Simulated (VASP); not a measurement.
Wanted: the native input for a VASP 6.6.1 run.

* Task: single point
* Functional: r2SCAN
* Potentials or basis: VASP PAW PBE potentials, release 64 (C, Si)
* Cutoff: 520 eV
* k mesh: 6 × 6 × 6
* Occupations: fermi-dirac, width 0.19 eV
* Spin: no spin polarisation
* Dipole correction: no
* Further INCAR settings: ALGO = Normal; EDIFF = 1e-07; NBANDS = 16

The system is SiC.

```xyz
4
Lattice="1.5416 0.8900 5.3212 -1.5416 0.8900 5.3212 0.0000 -1.7801 5.3212" Properties=species:S:1:pos:R:3 pbc="T T T"
C     0.0253   -0.1101    7.2008
C    -0.0600    0.1220    8.8400
Si   -0.0601    0.0520   14.7811
Si    0.0750   -0.0571    1.1496
```

One way to write it, as run:

POSCAR

```
SiC
1.0
    1.5415877827      0.8900361213      5.3212273245
   -1.5415877827      0.8900361213      5.3212273245
    0.0000000000     -1.7800722426      5.3212273245
C Si
2 2
Direct
    0.4386644167      0.4222709292      0.4922932536
    0.5571360104      0.5960848141      0.5080587001
    0.9161493556      0.9551513513      0.9064594034
    0.0856466384      0.0369987437      0.0933899289
```

INCAR.step1

```
SYSTEM = SiC
PREC = Accurate ; ENCUT = 520
ISMEAR = -1 ; SIGMA = 0.19
LREAL = .FALSE. ; LASPH = .TRUE.
NELM = 100 ; NBANDS = 16
GGA = PE ; ALGO = Normal
EDIFF = 1E-4 ; LWAVE = .TRUE.
LCHARG = .FALSE.
```

INCAR.step2

```
SYSTEM = SiC
PREC = Accurate ; ENCUT = 520
EDIFF = 1E-7 ; ISMEAR = -1
SIGMA = 0.19 ; LREAL = .FALSE.
LASPH = .TRUE. ; NELM = 100
ALGO = Normal ; ISIF = 2
LWAVE = .FALSE. ; LCHARG = .FALSE.
METAGGA = R2SCAN ; LMIXTAU = .TRUE.
NBANDS = 16 ; ISTART = 1
```

KPOINTS

```
Automatic mesh
0
G
  6 6 6
  0 0 0
```

Potentials or basis: VASP PAW PBE potentials, release 64 (C, Si).

Run with:

```console
$ cat potpaw_PBE.64/C/POTCAR potpaw_PBE.64/Si/POTCAR > POTCAR
$ cp INCAR.step1 INCAR
$ mpirun -np 1 vasp_std > vasp.out
$ cp INCAR.step2 INCAR
$ mpirun -np 1 vasp_std > vasp.out
```

Results of the run:

The pressure is -1.1 GPa. The largest force is 2.319 eV/Å and the band gap on the k mesh is 0.11 eV (least direct gap 1.78 eV).

Caveat: the stress differs along the axes, from -4 to 3 GPa; the smearing spreads over this small gap; semilocal functionals underestimate gaps, and a narrow one can read as zero; the PAW data sets were made with another functional, which shifts forces and pressure a little.

Run time: 32 min on 1 thread of Intel Xeon 8259CL, on a shared host, peak memory 0.3 GiB.
